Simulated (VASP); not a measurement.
# CaF2: single point with PBE

CaF2:

```
Ca F
1.0
     0.00000    2.75591    2.75591
     2.75591    0.00000    2.75591
     2.75591    2.75591    0.00000
Ca F
1 2
Direct
  0.00000 0.00000 0.00000
  0.75000 0.75000 0.75000
  0.25000 0.25000 0.25000
```

* Program: VASP 6.6.1
* Task: single point
* Functional: PBE
* Potentials or basis: VASP PAW PBE potentials, release 64 (Ca_sv, F)
* Cutoff: 600 eV
* k mesh: 4 × 4 × 4
* Occupations: gaussian, width 0.01 eV
* Spin: no spin polarisation
* Dipole correction: no
* Further INCAR settings: ALGO = Normal; EDIFF = 1e-06; NBANDS = 19

```json
{
  "Pressure": "0.2 GPa",
  "Band gap on the k mesh": "7.12 eV (least direct gap 7.37 eV)"
}
```

Levels at points of the mesh, in eV from the valence-band top:
| k point | band 10 | band 11 | band 12 | band 13 | band 14 | band 15 |
| --- | --- | --- | --- | --- | --- | --- |
| (0.00, 0.00, 0.00) | -0.25 | -0.25 | -0.25 | 7.12 | 9.06 | 9.06 |
| (0.50, 0.00, 0.00) | -1.20 | -0.82 | -0.82 | 9.26 | 9.26 | 9.57 |
| (0.50, 0.50, 0.00) | -0.35 | -0.35 | 0.00 | 8.04 | 9.36 | 9.93 |

It took 4.3 s on 1 thread of AMD EPYC 9R45 96-Core Processor (Zen 5), on a shared host, peak memory 0.14 GiB.

Caveat: the k points lie up to 0.49 Å⁻¹ apart. A k mesh can miss the band edges.
